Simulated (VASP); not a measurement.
**Ni: single point with PBE**

Crystal: Ni.

```xyz
2
Lattice="-1.7680 -3.5361 -1.7680 -1.7680 0.0000 -1.7680 1.7680 0.0000 -1.7680" Properties=species:S:1:pos:R:3 pbc="T T T"
Ni    0.0000    0.0000    0.0000
Ni    0.0000   -1.7680   -1.7680
```

| Quantity | Value |
| --- | --- |
| Program | VASP 6.6.1 |
| Task | single point |
| Functional | PBE |
| Potentials or basis | VASP PAW PBE potentials, release 64 (Ni) |
| Cutoff | 520 eV |
| k mesh | 8 × 13 × 10 |
| Occupations | fermi-dirac, width 0.05 eV |
| Spin | collinear spin, ferromagnetic start |
| Starting moments | [2.0, 2.0] μB |

```yaml
Pressure: -2.8 GPa
Net_moment: 1.31 μB per cell
Site_moments: Ni +0.67 μB
Valence_electrons_inside_the_program's_atomic_spheres: Ni 9.28
```

Stress tensor (GPa, compression positive):
```
-2.84  0.01 -0.19
 0.01 -2.73  0.01
-0.19  0.01 -2.84
```

Levels at points of the mesh, in eV from the Fermi level:
Spin up:
```
           k point  band 7  band 8  band 9  band 10  band 11  band 12  band 13  band 14  band 15  band 16
(0.00, 0.00, 0.00)   -1.26   -1.26   -0.57    -0.51    -0.50     2.44     9.07    14.67    14.67    19.51
(0.50, 0.00, 0.00)   -1.60   -1.60   -1.60    -1.60    -0.92    -0.92    19.05    19.05    19.05    19.05
(0.00, 0.00, 0.50)   -1.68   -1.68   -1.40    -1.40     0.91     0.91    11.38    11.38    12.75    12.75
(0.50, 0.00, 0.50)   -0.64   -0.64   -0.63    -0.63    -0.27    -0.27     5.54     5.54    22.08    22.08
```
Spin down:
| k point | band 7 | band 8 | band 9 | band 10 | band 11 | band 12 | band 13 | band 14 |
| --- | --- | --- | --- | --- | --- | --- | --- | --- |
| (0.00, 0.00, 0.00) | -0.66 | -0.65 | 0.06 | 0.39 | 0.39 | 2.40 | 9.32 | 14.68 |
| (0.50, 0.00, 0.00) | -0.78 | -0.78 | -0.78 | -0.78 | -0.30 | -0.30 | 19.13 | 19.13 |
| (0.00, 0.00, 0.50) | -1.11 | -1.11 | -0.56 | -0.56 | 1.51 | 1.51 | 11.57 | 11.57 |
| (0.50, 0.00, 0.50) | -0.33 | -0.33 | 0.15 | 0.15 | 0.16 | 0.16 | 5.98 | 5.98 |

Wall time 3 min on 1 thread of Intel(R) Xeon(R) Platinum 8488C (Sapphire Rapids), with other jobs on the host, peak memory 0.41 GiB.
